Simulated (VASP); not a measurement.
Crystal: LiGeH3.

```
CELL_PARAMETERS angstrom
3.20720 0.00000 0.00000
0.00000 3.20720 0.00000
0.00000 0.00000 3.20720
ATOMIC_POSITIONS crystal
Li 0.50000 0.50000 0.50000
Ge 0.00000 0.00000 0.00000
H 0.50000 0.00000 0.00000
H 0.00000 0.50000 0.00000
H 0.00000 0.00000 0.50000
```

```yaml
Program: VASP 6.6.1
Task: relaxation of cell and atoms
Functional: PBE
Potentials_or_basis: VASP PAW PBE potentials, release 64 (Li_sv, Ge_d, H)
Cutoff: 600 eV
k_mesh: 6 × 6 × 6
Occupations: gaussian, width 0.1 eV
Spin: no spin polarisation
```

At the start: pressure 51.5 GPa; volume 6.60 Å³/atom.

Task: How do energy, volume and symmetry change on relaxing?

Result: Over 5 steps the energy falls by 493.8 meV/atom and the volume is 11.27 Å³/atom (+70.9 %); space group Pm-3m (No. 221, to 0.05 Å).

Step by step:
| step | energy change (eV) | largest force (eV/Å) | pressure (GPa) | volume (Å³) |
| --- | --- | --- | --- | --- |
| 1 | 0.0000 | 0.0000 | 51.53 | 32.99 |
| 2 | -2.0577 | 0.0000 | 13.31 | 44.19 |
| 3 | -2.4143 | 0.0000 | 4.11 | 51.03 |
| 4 | -2.2452 | 0.0000 | -5.59 | 66.75 |
| 5 | -2.4688 | 0.0000 | -0.48 | 56.37 |

Final structure:
```
Li Ge H
1.0
     3.83419    0.00000    0.00000
     0.00000    3.83419    0.00000
     0.00000    0.00000    3.83419
Li Ge H
1 1 3
Direct
  0.50000 0.50000 0.50000
  0.00000 0.00000 0.00000
  0.50000 0.00000 0.00000
  0.00000 0.50000 0.00000
  0.00000 0.00000 0.50000
```

Caveat: the cutoff is under 1.25 times the usual one of these potentials, so pressure, stress and relaxed cells hold a basis-set (Pulay) error; the volume moved by over 15 % at a fixed basis, so the end points are rough.
